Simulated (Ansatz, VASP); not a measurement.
Al2O3: VASP beside Ansatz

Contents of INCAR:

```
PREC = Accurate
ENCUT = 600
EDIFF = 1E-6
ISMEAR = -1
SIGMA = 0.05
LREAL = False
LASPH = True
NELM = 120
ALGO = Normal
ISIF = 2
LWAVE = False
LCHARG = False
GGA = LIBXC
LIBXC1 = GGA_X_B88
LIBXC2 = GGA_C_PBE
NBANDS = 35
GGA_COMPAT = False
```

File KPOINTS:

```
regular mesh
0
Gamma
  7 7 7
```

File POSCAR:

```
Al2O3
1.0
    2.3316598353      1.3461844335      4.2434364115
   -2.3316598353      1.3461844335      4.2434364115
    0.0000000000     -2.6923688671      4.2434364115
Al O
4 6
Direct
    0.8521600000      0.8521600000      0.8521600000
    0.6478400000      0.6478400000      0.6478400000
    0.1478400000      0.1478400000      0.1478400000
    0.3521600000      0.3521600000      0.3521600000
    0.0566800000      0.7500000000      0.4433200000
    0.7500000000      0.4433200000      0.0566800000
    0.4433200000      0.0566800000      0.7500000000
    0.9433200000      0.2500000000      0.5566800000
    0.2500000000      0.5566800000      0.9433200000
    0.5566800000      0.9433200000      0.2500000000
```

Contents of input.yaml:

```yaml
crystal:
  lattice:
    - [2.3316598353, 1.3461844335, 4.2434364115]
    - [-2.3316598353, 1.3461844335, 4.2434364115]
    - [0.0, -2.6923688671, 4.2434364115]
  atoms:
    - { symbol: Al, position: [0.85216, 0.85216, 0.85216] }
    - { symbol: Al, position: [0.64784, 0.64784, 0.64784] }
    - { symbol: Al, position: [0.14784, 0.14784, 0.14784] }
    - { symbol: Al, position: [0.35216, 0.35216, 0.35216] }
    - { symbol: O, position: [0.05668, 0.75, 0.44332] }
    - { symbol: O, position: [0.75, 0.44332, 0.05668] }
    - { symbol: O, position: [0.44332, 0.05668, 0.75] }
    - { symbol: O, position: [0.94332, 0.25, 0.55668] }
    - { symbol: O, position: [0.25, 0.55668, 0.94332] }
    - { symbol: O, position: [0.55668, 0.94332, 0.25] }
hamiltonian:
  xc: { exchange: b88, correlation: pbe }
  pseudopotentials: { kind: paw }
kpoints:
  mp_grid: { grid: [7, 7, 7] }
scf:
  occupations: { method: fermi_dirac, width: 0.05 }
output:
  forces: true
  stress: true
  eigenvalues: true
```

Alike in both runs: task single point; functional b88 exchange, pbe correlation; k mesh 7 × 7 × 7; occupations fermi-dirac, width 0.05 eV; no spin polarisation.

|  | VASP | Ansatz |
| --- | --- | --- |
| version | VASP 6.6.1 | Ansatz 0.2.0 |
| potentials or method | VASP PAW PBE potentials, release 64 (Al, O) | Ansatz PAW |
| plane-wave cutoff (eV) | 600 | 420 |
| valence electrons in the cell | 48 | 48 |

Ansatz gave:

* gap on the k mesh at the Fermi level (eV): 7.04
* least direct gap on the mesh (eV): 7.04
* pressure (GPa): 25.5
* traceless stress, the component that is largest in VASP (GPa): -1.29
* rms of the force components (eV/Å): 0.028

Estimate VASP's values.

gap on the k mesh at the Fermi level (eV): 7.05; least direct gap on the mesh (eV): 7.05; pressure (GPa): 24.9; traceless stress, the component that is largest in VASP (GPa): -1.34; rms of the force components (eV/Å): 0.029.

VASP's potentials were made for PBE, not for b88 exchange, pbe correlation. Atom by atom the forces differ by 0.003 eV/Å (rms over components). With one functional, cell and mesh, what is left measures potentials, basis and numerics.

Noted on Ansatz's run: odd divisions of the mesh miss points on the zone boundary, where band edges often lie, so the gap on the mesh can be too wide.
